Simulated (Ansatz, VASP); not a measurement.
# One calculation of H23NO10, two programs

```
CELL_PARAMETERS angstrom
6.47286 0.00000 0.00000
0.00000 6.47286 0.00000
0.00000 0.00000 6.47286
ATOMIC_POSITIONS crystal
O 0.25888 0.62676 0.26897
O 0.09211 0.11483 0.05549
O 0.74813 0.32432 0.17548
O 0.86889 0.81433 0.87184
O 0.39713 0.20627 0.35320
O 0.84997 0.53573 0.50785
O 0.32218 0.86568 0.60886
O 0.14267 0.30771 0.68508
O 0.49035 0.90529 0.03892
O 0.92342 0.94918 0.47358
H 0.35034 0.70839 0.17999
H 0.31550 0.48759 0.27300
H 0.11837 0.18737 0.92441
H 0.03567 0.98279 0.00801
H 0.67123 0.37920 0.04678
H 0.87121 0.25395 0.12299
H 0.90171 0.67056 0.85190
H 0.85911 0.87113 0.73236
H 0.32016 0.14132 0.24105
H 0.53742 0.22377 0.29535
H 0.89192 0.67302 0.46112
H 0.81381 0.46245 0.37852
H 0.39413 0.97055 0.52837
H 0.31041 0.75093 0.50940
H 0.03578 0.39621 0.62173
H 0.23557 0.27538 0.57132
H 0.41525 0.93148 0.91091
H 0.63095 0.87321 0.99403
H 0.90319 0.04550 0.36177
H 0.06962 0.95710 0.51089
H 0.49737 0.61253 0.86457
H 0.63154 0.46658 0.71410
H 0.41278 0.38594 0.81358
N 0.54538 0.46401 0.84651
```

Alike in both runs: functional r2SCAN; dispersion D3(BJ); k mesh 1 × 1 × 1; occupations fermi-dirac, width 0.02 eV; no spin polarisation.

Ansatz relaxed the structure, and its values are those at the end. VASP's run is a single point on that final structure, the one shown.

|  | VASP | Ansatz |
| --- | --- | --- |
| version | VASP 6.6.1 | Ansatz 0.2.0 |
| potentials or method | VASP PAW PBE potentials, release 64 (O_h, H_h, N_h), cutoff 1100 eV | scalar-relativistic, plane waves, PAW |
| valence electrons in the cell | 88 | 88 |

```csv
,VASP,Ansatz,Ansatz less VASP
rms of the force components (eV/Å),0.071,0.082,+0.0105
```

VASP's potentials were made for PBE, not for r2SCAN. Ansatz's warnings: dispersion damping borrowed.
